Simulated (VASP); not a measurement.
# ZnS (F-43m) in VASP: settings compared

The runs below take ZnS through relaxation of cell and atoms, single point, with revPBE+D4, PBE.

Everything below comes from runs of VASP 6.6.1. Logs are shortened: lines on timing, memory, paths and dates and some standing lists are left out, and cuts for length are marked.

**1. The cell of the first run**

Symmetry: F-43m, No. 216, cubic system. Conventional cell: a = 5.404 Å, b = 5.404 Å, c = 5.404 Å, α = 90.00°, β = 90.00°, γ = 90.00°. Zn (site symmetry -43m) has 4 S at 2.34 Å within 3.1 Å. S (site symmetry -43m) has 4 Zn at 2.34 Å within 3.1 Å.

**2. Relaxation of cell and atoms, revPBE+D4**

Input file INCAR:

```
SYSTEM = ZnS
PREC = Accurate ; ENCUT = 600
EDIFF = 1E-6 ; ISMEAR = -1
SIGMA = 0.05 ; LREAL = .FALSE.
LASPH = .TRUE. ; NELM = 80
ALGO = Normal ; ISIF = 3
LWAVE = .FALSE. ; LCHARG = .FALSE.
GGA = RE ; IVDW = 13
IBRION = 2 ; NSW = 60
EDIFFG = -0.01
```

Input file KPOINTS:

```
regular mesh
0
G
  9 9 9
  0 0 0
```

Input file POSCAR:

```
ZnS
1.0
    0.0000000000      2.7020000000      2.7020000000
    2.7020000000      0.0000000000      2.7020000000
    2.7020000000      2.7020000000      0.0000000000
Zn S
1 1
Direct
    0.7500000000      0.7500000000      0.7500000000
    0.0000000000      0.0000000000      0.0000000000
```

Potentials or basis: VASP PAW PBE potentials, release 64 (Zn, S).

Launch:

```sh
$ cat potpaw_PBE.64/Zn/POTCAR potpaw_PBE.64/S/POTCAR > POTCAR
$ mpirun -np 1 vasp_std > vasp.out
```

OUTCAR:

```text
SYSTEM = ZnS
   PREC = Accurate
   ENCUT = 600
   EDIFF = 1E-6
   ISMEAR = -1
   LREAL = .FALSE.
   LASPH = .TRUE.
   NELM = 80
   ISIF = 3
   GGA = RE
   IVDW = 13
   IBRION = 2
   NSW = 60
   EDIFFG = -0.01

 ion  position               nearest neighbor table
   1  0.750  0.750  0.750-   2 2.34   2 2.34   2 2.34   2 2.34
   2  0.000  0.000  0.000-   1 2.34   1 2.34   1 2.34   1 2.34

  LATTYP: Found a face centered cubic cell.
 ALAT       =     5.4040000000

  Lattice vectors:

 A1 = (   0.0000000000,   2.7020000000,   2.7020000000)
 A2 = (   2.7020000000,   0.0000000000,   2.7020000000)
 A3 = (   2.7020000000,   2.7020000000,   0.0000000000)

Analysis of symmetry for initial positions (statically):
=====================================================================
 Subroutine PRICEL returns:
 Original cell was already a primitive cell.

 Routine SETGRP: Setting up the symmetry group for a
 face centered cubic supercell.

 Subroutine GETGRP returns: Found 24 space group operations
 (whereof 24 operations were pure point group operations)
 out of a pool of 48 trial point group operations.

The static configuration has the point symmetry T_d .

Analysis of symmetry for dynamics (positions and initial velocities):
=====================================================================
 Subroutine PRICEL returns:
 Original cell was already a primitive cell.

 Routine SETGRP: Setting up the symmetry group for a
 face centered cubic supercell.

 Subroutine GETGRP returns: Found 24 space group operations
 (whereof 24 operations were pure point group operations)
 out of a pool of 48 trial point group operations.

The dynamic configuration has the point symmetry T_d .

 Subroutine INISYM returns: Found 24 space group operations
 (whereof 24 operations are pure point group operations),
 and found     1 'primitive' translations

----------------------------------------------------------------------------------------

                                     Primitive cell

  volume of cell :      39.4535

  direct lattice vectors                    reciprocal lattice vectors
     0.000000000  2.702000000  2.702000000    -0.185048113  0.185048113  0.185048113
     2.702000000  0.000000000  2.702000000     0.185048113 -0.185048113  0.185048113
     2.702000000  2.702000000  0.000000000     0.185048113  0.185048113 -0.185048113

  length of vectors
     3.821205046  3.821205046  3.821205046     0.320512733  0.320512733  0.320512733

  position of ions in fractional coordinates (direct lattice)
     0.750000000  0.750000000  0.750000000
     0.000000000  0.000000000  0.000000000

  ion indices of the primitive-cell ions
   primitive index   ion index
                 1           1
                 2           2

----------------------------------------------------------------------------------------

 KPOINTS: regular mesh

Automatic generation of k-mesh.
 Grid dimensions read from file:
 generate k-points for:    9    9    9

 Generating k-lattice:

  Cartesian coordinates                     Fractional coordinates (reciprocal lattice)
    -0.020560901  0.020560901  0.020560901     0.111111111  0.000000000  0.000000000
     0.020560901 -0.020560901  0.020560901     0.000000000  0.111111111  0.000000000
     0.020560901  0.020560901 -0.020560901     0.000000000  0.000000000  0.111111111

  Length of vectors
     0.035612526  0.035612526  0.035612526

  Shift w.r.t. Gamma in fractional coordinates (k-lattice)
     0.000000000  0.000000000  0.000000000

 Subroutine IBZKPT returns following result:
 ===========================================

 Found     35 irreducible k-points:

 Following reciprocal coordinates:
            Coordinates               Weight
  0.000000  0.000000  0.000000      1.000000
  0.111111  0.000000  0.000000      8.000000
  0.222222  0.000000  0.000000      8.000000
  0.333333  0.000000  0.000000      8.000000
  0.444444  0.000000  0.000000      8.000000
  0.111111  0.111111  0.000000      6.000000
[... 16 lines left out ...]
 -0.333333  0.333333  0.000000     12.000000
  0.444444  0.444444  0.000000      6.000000
 [... further k-points ...]
   k-points           NKPTS =     35   k-points in BZ     NKDIM =     35   number of bands    NBANDS=     13
   number of dos      NEDOS =    301   number of ions     NIONS =      2
   total plane-waves  NPLWV =  32768
   dimension x,y,z NGX =    32 NGY =   32 NGZ =   32
   dimension x,y,z NGXF=    64 NGYF=   64 NGZF=   64
   ions per type =               1   1
   NGX,Y,Z   is equivalent  to a cutoff of  13.92, 13.92, 13.92 a.u.
   NGXF,Y,Z  is equivalent  to a cutoff of  27.84, 27.84, 27.84 a.u.
 SYSTEM =  ZnS
   PREC   = accura    normal or accurate (medium, high low for compatibility)
   ISTART =      0    job   : 0-new  1-cont  2-samecut
   ICHARG =      2    charge: 1-file 2-atom 10-const
   ISPIN  =      1    spin polarized calculation?
   LNONCOLLINEAR =      F non collinear calculations
   LSORBIT =      F    spin-orbit coupling
   LASPH  =      T    aspherical Exc in radial PAW
   ENCUT  =  600.0 eV  44.10 Ry    6.64 a.u.   7.63  7.63  7.63*2*pi/ulx,y,z
   NELM   =     80;   NELMIN=  2; NELMDL= -5     # of ELM steps
   EDIFF  = 0.1E-05   stopping-criterion for ELM
   LREAL  =      F    real-space projection
   EDIFFG = -.1E-01   stopping-criterion for IOM
   NSW    =     60    number of steps for IOM
   IBRION =      2    ionic relax: 0-MD 1-quasi-New 2-CG
   NFREE  =      1    steps in history (QN), initial steepest desc. (CG)
   ISIF   =      3    stress and relaxation
   ISYM   =      2    0-nonsym 1-usesym 2-fastsym
   POTIM  = 0.5000    time-step for ionic-motion
   TEBEG  =    0.0;   TEEND  =   0.0 temperature during run
   PSTRESS=    0.0 pullay stress
   NELECT =      18.0000    total number of electrons
   NUPDOWN=      -1.0000    fix difference up-down
   EMIN   =  10.00;   EMAX   =-10.00  energy-range for DOS
   EFERMI =   0.00;   METHOD = LEGACY
   ISMEAR =    -1;   SIGMA  =   0.05  broadening in eV -4-tet -1-fermi 0-gaus
   EFERMI_NEDOS =   21; number of points for ismear=-14 and -15
   IALGO  =     38    algorithm
   IMIX   =      4    mixing-type and parameters
     AMIX     =   0.40;   BMIX     =  1.00
     AMIX_MAG =   1.60;   BMIX_MAG =  1.00
  volume/ion in A,a.u.               =      19.73       133.12
  Fermi-wavevector in a.u.,A,eV,Ry     =   1.260290  2.381602 21.610537  1.588330
  Thomas-Fermi vector in A             =   2.393807
   LORBIT       =      0    0 simple, 1 ext, 2 COOP (PROOUT), +10 PAW based schemes
   GGA     = RE    functional components
   LHFCALC =     F    Hartree Fock is set to
   AEXX    =    0.0000 exact exchange contribution
   IVDW    =    13    specifies the selected vdW correction
   LEPSILON=     F    determine dielectric tensor
   LRPA    =     F    only Hartree local field effects (RPA)
 conjugate gradient relaxation of ions
 non-spin polarized calculation
  energy-cutoff  :      600.00
  volume of cell :       39.45
 maximum number of plane-waves:      1363
   NGX = 15   NGY = 15   NGZ = 15

--------------------------------------- Ionic step        1  -------------------------------------------

 number of electron      17.9999998 magnetization

 Free energy of the ion-electron system (eV)
  ---------------------------------------------------
  ext. energy  EPLUGINS =         0.00000000
  ---------------------------------------------------
  free energy    TOTEN  =        -6.26277414 eV

  energy without entropy =       -6.26277414  energy(sigma->0) =       -6.26277414

------------------------ aborting loop because EDIFF is reached ----------------------------------------

  DFT-D4 for vdW energy calculation

  Edisp (eV):   -1.10847

  FORCE on cell =-STRESS in cart. coord.  units (eV):
  Direction    XX          YY          ZZ          XY          YZ          ZX
  --------------------------------------------------------------------------------------
  -------------------------------------------------------------------------------------
  Total      -0.43274    -0.43274    -0.43274     0.00000     0.00000    -0.00000
  in kB     -17.57330   -17.57330   -17.57330     0.00000     0.00000    -0.00000
  external pressure =      -17.57 kB  Pullay stress =        0.00 kB
[... 61 lines left out ...]
  energy  without entropy=       -7.3759963463  energy(sigma->0) =       -7.37599635

--------------------------------------- Ionic step        3  -------------------------------------------

 number of electron      17.9999989 magnetization

 Free energy of the ion-electron system (eV)
  ---------------------------------------------------
  ext. energy  EPLUGINS =         0.00000000
  ---------------------------------------------------
  free energy    TOTEN  =        -6.23597464 eV

  energy without entropy =       -6.23597464  energy(sigma->0) =       -6.23597464

 E-fermi :   3.3799     XC(G=0):  -9.5861

 val. band max:        2.4148309217   @ k =   0.0000   0.0000   0.0000
 cond. band min:       4.7561391570   @ k =   0.0000   0.0000   0.0000
 fundamental gap:      2.3413082353
 Fermi energy:         3.3798777048

 k-point     1 :       0.0000    0.0000    0.0000
  band No.  band energies     occupation
      1     -10.8834      2.00000
      2      -3.9891      2.00000
      3      -3.9891      2.00000
      4      -3.9891      2.00000
      5      -3.4580      2.00000
      6      -3.4580      2.00000
      7       2.4148      2.00000
      8       2.4148      2.00000
      9       2.4148      2.00000
     10       4.7561      0.00000
     11       8.8312      0.00000
     12       8.8312      0.00000
     13       8.8312      0.00000
[... 353 lines left out ...]
 k-point    24 :       0.4444    0.4444    0.0000
  band No.  band energies     occupation
      1      -9.6417      2.00000
      2      -4.0377      2.00000
      3      -3.6400      2.00000
      4      -3.6400      2.00000
      5      -3.3796      2.00000
      6      -3.2951      2.00000
      7      -2.0331      2.00000
      8       0.1764      2.00000
      9       0.1764      2.00000
     10       5.9286      0.00000
     11       6.6156      0.00000
     12      13.4276      0.00000
     13      14.1545      0.00000

 [... further k-points ...]

------------------------ aborting loop because EDIFF is reached ----------------------------------------

  DFT-D4 for vdW energy calculation

  Edisp (eV):   -1.14051

  FORCE on cell =-STRESS in cart. coord.  units (eV):
  Direction    XX          YY          ZZ          XY          YZ          ZX
  --------------------------------------------------------------------------------------
  -------------------------------------------------------------------------------------
  Total      -0.01439    -0.01439    -0.01439     0.00000     0.00000     0.00000
  in kB      -0.59839    -0.59839    -0.59839     0.00000     0.00000     0.00000
  external pressure =       -0.60 kB  Pullay stress =        0.00 kB
[... 17 lines left out ...]
  FREE ENERGIE OF THE ION-ELECTRON SYSTEM (eV)
  ---------------------------------------------------
  free  energy   TOTEN  =        -7.3764883895 eV

  energy  without entropy=       -7.3764883894  energy(sigma->0) =       -7.37648839

 reached required accuracy - stopping structural energy minimisation
```

Wall time 17 s (1 thread of Intel Xeon 6975P-C (Granite Rapids), shared host); peak memory 0.19 GiB.

What came out:

```
Free energy                            : -7.3765 eV
Relaxed volume                         : 19.26 Å³/atom
Relaxed cell                           : a = 3.791 Å, b = 3.791 Å, c = 3.791 Å, α = 60.00°, β = 60.00°, γ = 60.00°
Space group after relaxing (to 0.05 Å) : F-43m (No. 216)
Energy gained by relaxing              : 2.6 meV/atom
Ionic steps                            : 3
Pressure after relaxing                : -0.1 GPa
Band gap on the k mesh                 : 2.34 eV, direct
Dispersion energy per atom             : -0.570 eV
```

The path:
| step | energy change (eV) | largest force (eV/Å) | pressure (GPa) | volume (Å³) |
| --- | --- | --- | --- | --- |
| 1 | 0.0000 | 0.0000 | -1.76 | 39.45 |
| 2 | -0.0048 | 0.0000 | 0.64 | 38.23 |
| 3 | -0.0052 | 0.0000 | -0.06 | 38.52 |

Final structure:
```xyz
2
Lattice="0.0000 2.6805 2.6805 2.6805 0.0000 2.6805 2.6805 2.6805 0.0000" Properties=species:S:1:pos:R:3 pbc="T T T"
Zn    4.0208    4.0208    4.0208
S     0.0000    0.0000    0.0000
```

Caveat: the PAW data sets were made with another functional, which shifts forces and pressure a little.

**3. Single point, PBE**

Input file INCAR:

```
SYSTEM = ZnS
PREC     = Accurate       ! precision mode
ENCUT    = 520            ! plane-wave cutoff, eV
EDIFF    = 1E-7           ! SCF threshold, eV
ISMEAR   = -1             ! smearing method
SIGMA    = 0.06           ! smearing width, eV
LREAL    = .FALSE.        ! projectors in reciprocal space
LASPH    = .TRUE.         ! aspherical terms in the spheres
NELM     = 60             ! most SCF steps
ALGO     = Normal         ! electronic algorithm
ISIF     = 2              ! what is computed and relaxed
LWAVE    = .FALSE.        ! write WAVECAR
LCHARG   = .FALSE.        ! write CHGCAR
GGA      = PE             ! functional
NBANDS   = 16             ! bands
```

Input file KPOINTS:

```
Automatic mesh
0
G
  4 4 4
  0 0 0
```

POSCAR is that of step 2.

Potentials or basis: VASP PAW PBE potentials, release 64 (Zn, S).

Launch:

```sh
$ cat potpaw_PBE.64/Zn/POTCAR potpaw_PBE.64/S/POTCAR > POTCAR
$ mpirun -np 1 vasp_std > vasp.out
```

It took 6.7 s on 1 thread of Intel Xeon Platinum 8488C (Sapphire Rapids), shared host; peak memory 0.14 GiB.

Results (log left out):

| Item | Value |
| --- | --- |
| Free energy | -6.8004 eV |
| Pressure | 2.1 GPa |
| Band gap on the k mesh | 2.10 eV, direct |

Levels at points of the mesh, in eV from the valence-band top:
```
           k point  band 6  band 7  band 8  band 9  band 10  band 11  band 12  band 13
(0.00, 0.00, 0.00)   -5.87    0.00    0.00    0.00     2.10     6.38     6.38     6.38
(0.50, 0.00, 0.00)   -5.66   -5.30   -0.87   -0.87     3.30     6.91     6.91     8.87
(0.50, 0.50, 0.00)   -5.65   -4.57   -2.22   -2.22     3.39     4.06    10.98    11.96
```

Caveat: the k points lie up to 0.50 Å⁻¹ apart.
